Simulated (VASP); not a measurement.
CO2:

```
C O
1.0
    -1.90223    1.90223    2.88751
     1.90223   -1.90223    2.88751
     1.90223    1.90223   -2.88751
C O
2 4
Direct
  0.00000 0.00000 0.00000
  0.75000 0.25000 0.50000
  0.37500 0.30430 0.42930
  0.69570 0.12500 0.07070
  0.87500 0.94570 0.57070
  0.05430 0.62500 0.92930
```

This cell differs from its parent crystal: strain -2.7%.

Base run:

```yaml
Program: VASP 6.6.1
Functional: r2SCAN
Potentials_or_basis: VASP PAW PBE potentials, release 64 (C, O)
Cutoff: 520 eV
k_mesh: 10 × 10 × 10
Occupations: gaussian, width 0.01 eV
Spin: no spin polarisation
```

Its results: band gap on the k mesh 8.48 eV (least direct gap 8.73 eV); pressure 18.5 GPa; largest force 0.154 eV/Å.

Problem. The run is repeated on the same cell with these changes: functional from r2SCAN to PBE; occupations from gaussian, width 0.01 eV to fermi-dirac, width 0.02 eV. What comes out?

Solution. Band gap on the k mesh 7.74 eV (least direct gap 8.02 eV); pressure 25.8 GPa; largest force 0.391 eV/Å.

Caveats: the cell stands under pressure; the PAW data sets were made with another functional, which shifts forces and pressure a little (at least some runs).

A k mesh can miss the band edges.
